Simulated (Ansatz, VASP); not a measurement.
# Two plane-wave programs on AlIn2As3

```
Al In As
1.0
     4.26178    0.00000    0.00000
    -2.13089    3.69081    0.00000
     0.00000    0.00000   10.45736
Al In As
1 2 3
Direct
  0.33333 0.66667 0.66647
  0.00000 0.00000 0.99440
  0.66667 0.33333 0.34061
  0.33333 0.66667 0.90290
  0.66667 0.33333 0.59689
  0.00000 0.00000 0.24874
```

Alike in both runs: functional PBE; k mesh 6 × 6 × 2; occupations gaussian, width 0.1 eV; no spin polarisation.

Ansatz relaxed the structure, and its values are those at the end. VASP's run is a single point on that final structure, the one shown.

|  | VASP | Ansatz |
| --- | --- | --- |
| version | VASP 6.6.1 | Ansatz 0.2.0 |
| potentials or method | VASP PAW PBE potentials, release 64 (Al, In_d, As), cutoff 520 eV | scalar-relativistic, plane waves, PAW |
| valence electrons in the cell | 44 | 74 |

|  | VASP | Ansatz | Ansatz less VASP |
| --- | --- | --- | --- |
| gap on the k mesh at the Fermi level (eV) | none | none | - |
| pressure (GPa) | 0.2 | 0.1 | -0.07 |
| rms of the force components (eV/Å) | 0.005 | 0.005 | 0.0000 |

A gap of «none» marks a metal or a gap that the smearing closes. VASP's potentials hold 44 valence electrons a cell and Ansatz's 74, so a difference there can come from the potentials and not from the codes.
